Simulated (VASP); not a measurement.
Runs of VASP 6.6.1 on NaH. The structure is that of space group Fm-3m (No. 225), or close to it. The cells are those of the table. 

| cell | k mesh | smearing | gap on the mesh (eV) | pressure (GPa) |
| --- | --- | --- | --- | --- |
| a = 3.424 Å, angles 60.0°, 2 atoms | 8 × 8 × 8 | gaussian 0.02 eV | 4.36 | -0.8 |
| a = 3.457 Å, angles 60.0°, 2 atoms | 8 × 8 × 8 | gaussian 0.02 eV | 4.31 | -1.4 |
| a = 3.356 Å, angles 60.0°, 2 atoms | 8 × 8 × 8 | gaussian 0.02 eV | 4.47 | 0.6 |
| a = 3.321 Å, angles 60.0°, 2 atoms | 8 × 8 × 8 | gaussian 0.02 eV | (a) | 1.5 |
| a = 3.451 Å, angles 60.0°, 2 atoms | 6 × 6 × 6 | gaussian 0.1 eV | 4.36 | (b) |

Alike in all rows: task single point; level r2SCAN; potentials or basis VASP PAW PBE potentials, release 64 (Na_pv, H); no spin polarisation; cutoff (eV) 520.

Task: Fill in the values left out.

Result: (a) 4.53; (b) -1.3.

Caveats: the PAW data sets were made with another functional, which shifts forces and pressure a little.

A k mesh can miss the band edges.
